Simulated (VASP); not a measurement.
# Pb (Im-3m) in VASP: settings compared, part 2 of 2

VASP 6.6.1.

### Step 4. Relaxation of cell and atoms, PBEsol+D4

This run uses another cell than the first one, of 31.03 Å³/atom.

The input, INCAR:

```
SYSTEM = Pb
PREC = Accurate ; ENCUT = 600
EDIFF = 1E-6 ; ISMEAR = -1
SIGMA = 0.05 ; LREAL = .False.
LASPH = .True. ; NELM = 60
ALGO = Normal ; ISIF = 3
LWAVE = .False. ; LCHARG = .False.
GGA = PS ; IVDW = 13
IBRION = 2 ; NSW = 60
EDIFFG = -0.01
```

The input, KPOINTS:

```
Automatic mesh
0
Gamma
  9 9 9
  0 0 0
```

The input, POSCAR:

```
Pb
1.0
   -1.9796595667      1.9796595667      1.9796595667
    1.9796595667     -1.9796595667      1.9796595667
    1.9796595667      1.9796595667     -1.9796595667
Pb
1
Direct
    0.0000000000      0.0000000000      0.0000000000
```

Potentials or basis: VASP PAW PBE potentials, release 64 (Pb_d).

Command:

```sh
cat potpaw_PBE.64/Pb_d/POTCAR > POTCAR
mpirun -np 1 vasp_std > vasp.out
```

OUTCAR:

```text
SYSTEM = Pb
   PREC = Accurate
   ENCUT = 600
   EDIFF = 1E-6
   ISMEAR = -1
   LREAL = .False.
   LASPH = .True.
   NELM = 60
   ISIF = 3
   GGA = PS
   IVDW = 13
   IBRION = 2
   NSW = 60
   EDIFFG = -0.01

 ion  position               nearest neighbor table
   1  0.000  0.000  0.000-

  LATTYP: Found a body centered cubic cell.
 ALAT       =     3.9593191334

  Lattice vectors:

 A1 = (  -1.9796595667,   1.9796595667,   1.9796595667)
 A2 = (   1.9796595667,  -1.9796595667,   1.9796595667)
 A3 = (   1.9796595667,   1.9796595667,  -1.9796595667)

Analysis of symmetry for initial positions (statically):
=====================================================================
 Subroutine PRICEL returns:
 Original cell was already a primitive cell.

 Routine SETGRP: Setting up the symmetry group for a
 body centered cubic supercell.

 Subroutine GETGRP returns: Found 48 space group operations
 (whereof 48 operations were pure point group operations)
 out of a pool of 48 trial point group operations.

The static configuration has the point symmetry O_h .

Analysis of symmetry for dynamics (positions and initial velocities):
=====================================================================
 Subroutine PRICEL returns:
 Original cell was already a primitive cell.

[... 149 lines left out ...]
  ext. energy  EPLUGINS =         0.00000000
  ---------------------------------------------------
  free energy    TOTEN  =        -3.93962541 eV

  energy without entropy =       -3.93410988  energy(sigma->0) =       -3.93686765

------------------------ aborting loop because EDIFF is reached ----------------------------------------

  DFT-D4 for vdW energy calculation

  Edisp (eV):   -0.24729
[... 69 lines left out ...]
--------------------------------------- Ionic step        3  -------------------------------------------

 number of electron      13.9999997 magnetization

 Free energy of the ion-electron system (eV)
  ---------------------------------------------------
  ext. energy  EPLUGINS =         0.00000000
  ---------------------------------------------------
  free energy    TOTEN  =        -3.94478016 eV

  energy without entropy =       -3.94086712  energy(sigma->0) =       -3.94282364

 E-fermi :   7.7126     XC(G=0): -10.5920

 val. band max:        7.6584103813   @ k =  -0.3333   0.3333   0.3333
 cond. band min:       7.8057346040   @ k =   0.2222   0.2222   0.1111
 fundamental gap:      0.1473242227
 Fermi energy:         7.7126274261

 k-point     1 :       0.0000    0.0000    0.0000
  band No.  band energies     occupation
      1      -9.4280      2.00000
      2      -9.4280      2.00000
      3      -9.4280      2.00000
      4      -9.1487      2.00000
      5      -9.1487      2.00000
      6      -4.4511      2.00000
      7      15.7770      0.00000
      8      15.7770      0.00000
      9      15.7770      0.00000
     10      18.8586      0.00000
     11      18.8586      0.00000
[... 309 lines left out ...]
 k-point    24 :      -0.4444   -0.4444    0.1111
  band No.  band energies     occupation
      1      -9.4302      2.00000
      2      -9.3692      2.00000
      3      -9.2465      2.00000
      4      -9.1722      2.00000
      5      -9.0071      2.00000
      6       0.2721      2.00000
      7       4.1968      2.00000
      8       8.3691      0.00000
      9      12.5014      0.00000
     10      16.8227      0.00000
     11      18.2833      0.00000

 [... further k-points ...]

------------------------ aborting loop because EDIFF is reached ----------------------------------------

  DFT-D4 for vdW energy calculation

  Edisp (eV):   -0.26599
[... 24 lines left out ...]
  FREE ENERGIE OF THE ION-ELECTRON SYSTEM (eV)
  ---------------------------------------------------
  free  energy   TOTEN  =        -4.2107670332 eV

  energy  without entropy=       -4.2068539920  energy(sigma->0) =       -4.20881051

 reached required accuracy - stopping structural energy minimisation
```

OSZICAR:

```text
N       E                     dE             d eps       ncg     rms          rms(c)
DAV:   1     0.108779997804E+03    0.10878E+03   -0.79602E+03   770   0.167E+03
DAV:   2     0.977954468147E+00   -0.10780E+03   -0.10563E+03   779   0.344E+02
DAV:   3    -0.384291442120E+01   -0.48209E+01   -0.47709E+01   945   0.836E+01
[... 21 lines left out ...]
DAV:   3    -0.394478582727E+01    0.74658E-02   -0.29967E-02  1043   0.374E+00    0.368E-02
DAV:   4    -0.394477101351E+01    0.14814E-04   -0.34326E-04   809   0.227E-01    0.208E-02
DAV:   5    -0.394478485807E+01   -0.13845E-04   -0.19986E-04   794   0.132E-01    0.114E-02
DAV:   6    -0.394477960714E+01    0.52509E-05   -0.14119E-05   917   0.741E-02    0.196E-03
DAV:   7    -0.394478016217E+01   -0.55503E-06   -0.10997E-06   818   0.134E-02
   3 F= -.42107670E+01 E0= -.42088105E+01  d E =-.238517E-01
```

CONTCAR:

```text
Pb
   1.00000000000000
    -1.9316822377015439    1.9316822377015439    1.9316822377015439
     1.9316822377015439   -1.9316822377015439    1.9316822377015439
     1.9316822377015439    1.9316822377015439   -1.9316822377015439
  Pb
     1
Direct
     0.0000000000000000    0.0000000000000000    0.0000000000000000

  0.00000000E+00  0.00000000E+00  0.00000000E+00
```

It took 34 s on 1 thread of Intel Xeon 8259CL, shared host; peak memory 0.17 GiB.

Results:

```
Free energy                           : -4.2108 eV
Relaxed volume                        : 28.83 Å³/atom
Relaxed cell                          : a = 3.346 Å, b = 3.346 Å, c = 3.346 Å, α = 109.47°, β = 109.47°, γ = 109.47°
Space group after relaxing (to 0.1 Å) : Im-3m (No. 229)
Energy gained by relaxing             : 23.9 meV/atom
Ionic steps                           : 3
Pressure after relaxing               : 0.0 GPa
Band gap on the k mesh                : zero (bands 7 and 8 overlap by 10.31 eV)
Dispersion energy per atom            : -0.266 eV
```

Step by step:
```
step  energy change (eV)  largest force (eV/Å)  pressure (GPa)  volume (Å³)
   1              0.0000                0.0000           -3.24        31.03
   2             -0.0222                0.0000            1.04        28.30
   3             -0.0239                0.0000            0.00        28.83
```

Final structure:
```
CELL_PARAMETERS angstrom
-1.93168 1.93168 1.93168
1.93168 -1.93168 1.93168
1.93168 1.93168 -1.93168
ATOMIC_POSITIONS crystal
Pb 0.00000 0.00000 0.00000
```

Caveat: the PAW data sets were made with another functional, which shifts forces and pressure a little; spin-orbit coupling is left out, which moves the levels of the heavy elements.

### Step 5. Relaxation of cell and atoms, RPBE+D3(BJ)

This run uses another cell than the first one, of 31.03 Å³/atom.

The input, INCAR:

```
  ALGO = Normal
  EDIFF = 1E-6
  EDIFFG = -0.01
  ENCUT = 600
  GGA = RP
  IBRION = 2
  ISIF = 3
  ISMEAR = -1
  IVDW = 12
  LASPH = True
  LCHARG = False
  LREAL = False
  LWAVE = False
  NELM = 80
  NSW = 60
  PREC = Accurate
  SIGMA = 0.05
```

The input, KPOINTS:

```
k-points
0
Gamma
  9 9 9
```

POSCAR is that of step 4.

Potentials or basis: VASP PAW PBE potentials, release 64 (Pb_d).

Command:

```sh
cat potpaw_PBE.64/Pb_d/POTCAR > POTCAR
mpirun -np 1 vasp_std > vasp.out
```

OUTCAR:

```text
EDIFF = 1E-6
   EDIFFG = -0.01
   ENCUT = 600
   GGA = RP
   IBRION = 2
   ISIF = 3
   ISMEAR = -1
   IVDW = 12
   LASPH = True
   LREAL = False
   NELM = 80
   NSW = 60
   PREC = Accurate
 IVDW          = 12

 ion  position               nearest neighbor table
   1  0.000  0.000  0.000-

  LATTYP: Found a body centered cubic cell.
 ALAT       =     3.9593191334

  Lattice vectors:

 A1 = (  -1.9796595667,   1.9796595667,   1.9796595667)
 A2 = (   1.9796595667,  -1.9796595667,   1.9796595667)
 A3 = (   1.9796595667,   1.9796595667,  -1.9796595667)

Analysis of symmetry for initial positions (statically):
=====================================================================
 Subroutine PRICEL returns:
 Original cell was already a primitive cell.

 Routine SETGRP: Setting up the symmetry group for a
 body centered cubic supercell.

 Subroutine GETGRP returns: Found 48 space group operations
 (whereof 48 operations were pure point group operations)
 out of a pool of 48 trial point group operations.

The static configuration has the point symmetry O_h .

Analysis of symmetry for dynamics (positions and initial velocities):
=====================================================================
 Subroutine PRICEL returns:
 Original cell was already a primitive cell.

 Routine SETGRP: Setting up the symmetry group for a
 body centered cubic supercell.

 Subroutine GETGRP returns: Found 48 space group operations
 (whereof 48 operations were pure point group operations)
 out of a pool of 48 trial point group operations.

The dynamic configuration has the point symmetry O_h .

 Subroutine INISYM returns: Found 48 space group operations
 (whereof 48 operations are pure point group operations),
 and found     1 'primitive' translations

----------------------------------------------------------------------------------------

                                     Primitive cell

  volume of cell :      31.0336

  direct lattice vectors                    reciprocal lattice vectors
    -1.979659567  1.979659567  1.979659567     0.000000000  0.252568678  0.252568678
[... 95 lines left out ...]
   NELECT =      14.0000    total number of electrons
   NUPDOWN=      -1.0000    fix difference up-down
   EMIN   =  10.00;   EMAX   =-10.00  energy-range for DOS
   EFERMI =   0.00;   METHOD = LEGACY
   ISMEAR =    -1;   SIGMA  =   0.05  broadening in eV -4-tet -1-fermi 0-gaus
   EFERMI_NEDOS =   21; number of points for ismear=-14 and -15
   IALGO  =     38    algorithm
   IMIX   =      4    mixing-type and parameters
     AMIX     =   0.40;   BMIX     =  1.00
     AMIX_MAG =   1.60;   BMIX_MAG =  1.00
  volume/ion in A,a.u.               =      31.03       209.42
  Fermi-wavevector in a.u.,A,eV,Ry     =   1.255568  2.372680 21.448927  1.576452
  Thomas-Fermi vector in A             =   2.389319
   LORBIT       =      0    0 simple, 1 ext, 2 COOP (PROOUT), +10 PAW based schemes
   GGA     = RP    functional components
   LHFCALC =     F    Hartree Fock is set to
   AEXX    =    0.0000 exact exchange contribution
   IVDW    =    12    specifies the selected vdW correction
   LEPSILON=     F    determine dielectric tensor
   LRPA    =     F    only Hartree local field effects (RPA)
 conjugate gradient relaxation of ions
 non-spin polarized calculation
  energy-cutoff  :      600.00
  volume of cell :       31.03
 maximum number of plane-waves:      1055
   NGX = 13   NGY = 13   NGZ = 13

--------------------------------------- Ionic step        1  -------------------------------------------

 number of electron      14.0000002 magnetization

 Free energy of the ion-electron system (eV)
  ---------------------------------------------------
  ext. energy  EPLUGINS =         0.00000000
  ---------------------------------------------------
  free energy    TOTEN  =        -3.10609168 eV

  energy without entropy =       -3.10069621  energy(sigma->0) =       -3.10339394

 E-fermi :   7.1992     XC(G=0):  -9.9823

 val. band max:        7.0881264567   @ k =   0.3333   0.2222   0.0000
 cond. band min:       7.3082790187   @ k =  -0.2222   0.3333   0.1111
 fundamental gap:      0.2201525621
 Fermi energy:         7.1991513520

 k-point     1 :       0.0000    0.0000    0.0000
  band No.  band energies     occupation
      1     -10.0402      2.00000
      2     -10.0402      2.00000
      3     -10.0402      2.00000
      4      -9.8179      2.00000
      5      -9.8179      2.00000
      6      -4.4462      2.00000
      7      14.6197      0.00000
      8      14.6197      0.00000
      9      14.6197      0.00000
     10      18.1992      0.00000
     11      18.2109      0.00000
[... 555 lines left out ...]
--------------------------------------- Ionic step        7  -------------------------------------------

 number of electron      13.9999999 magnetization

 Free energy of the ion-electron system (eV)
  ---------------------------------------------------
  ext. energy  EPLUGINS =         0.00000000
  ---------------------------------------------------
  free energy    TOTEN  =        -2.38332419 eV

  energy without entropy =       -2.37847378  energy(sigma->0) =       -2.38089899

 E-fermi :  11.1992     XC(G=0): -11.6070

 val. band max:       11.1060966298   @ k =  -0.3333   0.3333   0.2222
 cond. band min:      11.2167799568   @ k =   0.2222   0.2222   0.1111
 fundamental gap:      0.1106833270
 Fermi energy:        11.1992373116

 k-point     1 :       0.0000    0.0000    0.0000
  band No.  band energies     occupation
      1      -6.4281      2.00000
      2      -6.4281      2.00000
      3      -6.4281      2.00000
      4      -5.9058      2.00000
      5      -5.9058      2.00000
      6      -2.9202      2.00000
      7      21.9695      0.00000
      8      21.9695      0.00000
      9      21.9695      0.00000
     10      22.5605      0.00000
     11      22.5605      0.00000
[... 354 lines left out ...]
  FREE ENERGIE OF THE ION-ELECTRON SYSTEM (eV)
  ---------------------------------------------------
  free  energy   TOTEN  =        -6.0846472732 eV

  energy  without entropy=       -6.0797968651  energy(sigma->0) =       -6.08222207

 reached required accuracy - stopping structural energy minimisation
```

Wall time 76 s (1 thread of Intel Xeon 8259CL, shared host); peak memory 0.18 GiB.

Results:

* Free energy: -6.0846 eV
* Relaxed volume: 22.60 Å³/atom
* Relaxed cell: a = 3.085 Å, b = 3.085 Å, c = 3.085 Å, α = 109.47°, β = 109.47°, γ = 109.47°
* Space group after relaxing (to 0.1 Å): Im-3m (No. 229)
* Energy gained by relaxing: 633.7 meV/atom
* Ionic steps: 7
* Pressure after relaxing: 0.0 GPa
* Band gap on the k mesh: zero (bands 7 and 8 overlap by 13.66 eV)
* Dispersion energy per atom: -3.701 eV

Step by step:
```
step  energy change (eV)  largest force (eV/Å)  pressure (GPa)  volume (Å³)
   1              0.0000                0.0000          -17.23        31.03
   2             -0.1767                0.0000           41.82        18.33
   3             -0.6328                0.0000           -1.18        22.84
   4             -0.6337                0.0000           -0.34        22.67
   5             -0.6336                0.0000            0.46        22.52
   6             -0.6335                0.0000           -0.59        22.72
   7             -0.6337                0.0000            0.01        22.60
```

Final structure:
```yaml
crystal:
  lattice:
    - [-1.78119, 1.78119, 1.78119]
    - [1.78119, -1.78119, 1.78119]
    - [1.78119, 1.78119, -1.78119]
  atoms:
    - { symbol: Pb, position: [0.00000, 0.00000, 0.00000] }
```

Levels at points of the mesh, in eV from the Fermi level:
```
           k point  band 3  band 4  band 5  band 6  band 7  band 8  band 9  band 10  band 11
(0.00, 0.00, 0.00)  -17.63  -17.11  -17.11  -14.12   10.77   10.77   10.77    11.36    11.36
```

Caveat: the volume moved by over 15 % at a fixed basis, so the end points are rough; the PAW data sets were made with another functional, which shifts forces and pressure a little; spin-orbit coupling is left out, which moves the levels of the heavy elements.

### Step 6. Overview

| task | level | cell | k mesh | cutoff (eV) | grid for exact exchange (PRECFOCK) | share of exact exchange | gap on the mesh (eV) | pressure (GPa) | relaxed volume (Å³/atom) |
| --- | --- | --- | --- | --- | --- | --- | --- | --- | --- |
| single point | PBE0 | a = 3.452 Å, angles 109.5°, 1 atom | 6 × 6 × 6 | 520 | Normal | 0.25 | none | -1.4 | - |
| relaxation of cell and atoms | BLYP+D3(BJ) | relaxed from a = 3.429 Å, angles 109.5°, 1 atom | 9 × 9 × 9 | 600 | - | - | none | 0.0 | 30.64 |
| relaxation of cell and atoms | PBEsol+D4 | relaxed from a = 3.429 Å, angles 109.5°, 1 atom | 9 × 9 × 9 | 600 | - | - | none | 0.0 | 28.83 |
| relaxation of cell and atoms | RPBE+D3(BJ) | relaxed from a = 3.429 Å, angles 109.5°, 1 atom | 9 × 9 × 9 | 600 | - | - | none | 0.0 | 22.60 |

Alike in all rows: potentials or basis VASP PAW PBE potentials, release 64 (Pb_d); no spin polarisation; smearing fermi-dirac 0.05 eV.

Caveats: some runs use coarse meshes; the PAW data sets were made with another functional, which shifts forces and pressure a little; spin-orbit coupling is left out, which moves the levels of the heavy elements; the volume moved by over 15 % at a fixed basis, so the end points are rough (at least some runs).

Total energies depend on the potentials used, so only differences within one code and one set of settings carry meaning.
